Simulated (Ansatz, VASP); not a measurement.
# Two plane-wave programs on Ir

The input INCAR:

```
SYSTEM = Ir
PREC = Accurate ; ENCUT = 520
EDIFF = 1E-6 ; ISMEAR = 0
SIGMA = 0.15 ; LREAL = .False.
LASPH = .True. ; NELM = 100
ALGO = Normal ; ISIF = 2
LWAVE = .False. ; LCHARG = .True.
GGA = PE ; LELF = .True.
LVHAR = .True. ; NBANDS = 10
```

The input KPOINTS:

```
regular mesh
0
Gamma
  22 22 22
  0 0 0
```

File POSCAR:

```
Ir
1.0
    0.0000000000      2.1704818797      1.5136940629
    2.1704818797      0.0000000000      1.5136940629
    2.1704818797      2.1704818797      0.0000000000
Ir
1
Direct
    0.0000000000      0.0000000000      0.0000000000
```

Input for Ansatz:

```yaml
crystal:
  lattice:
    - [0.0, 2.1704818797, 1.5136940629]
    - [2.1704818797, 0.0, 1.5136940629]
    - [2.1704818797, 2.1704818797, 0.0]
  atoms:
    - { symbol: Ir, position: [0.0, 0.0, 0.0] }
basis:
  ecutwfc: 420
kpoints:
  mp_grid: { grid: [22, 22, 22] }
hamiltonian:
  xc: pbe
  pseudopotentials: { kind: paw, azcp: { folder: soft_1 } }
scf:
  occupations: { method: gaussian, width: 0.15 }
output:
  forces: true
  stress: true
  eigenvalues: true
  write_density: true
  write_potential: true
  elf: true
  volumetric_format: npy
```

Alike in both runs: task single point; functional PBE; k mesh 22 × 22 × 22; occupations gaussian, width 0.15 eV; no spin polarisation.

|  | VASP | Ansatz |
| --- | --- | --- |
| version | VASP 6.6.1 | Ansatz 0.2.0 |
| potentials or method | VASP PAW PBE potentials, release 64 (Ir), cutoff 520 eV | scalar-relativistic, plane waves, PAW |
| valence electrons in the cell | 9 | 17 |

```csv
,VASP,Ansatz,Ansatz less VASP
gap on the k mesh at the Fermi level (eV),none,none,-
pressure (GPa),19.5,18.7,-0.78
"traceless stress, the component that is largest in VASP (GPa)",-6.24,-6.43,-0.184
```

A gap of «none» marks a metal or a gap that the smearing closes. VASP's potentials hold 9 valence electrons a cell and Ansatz's 17, so a difference there can come from the potentials and not from the codes.

Spin-orbit coupling is off throughout.
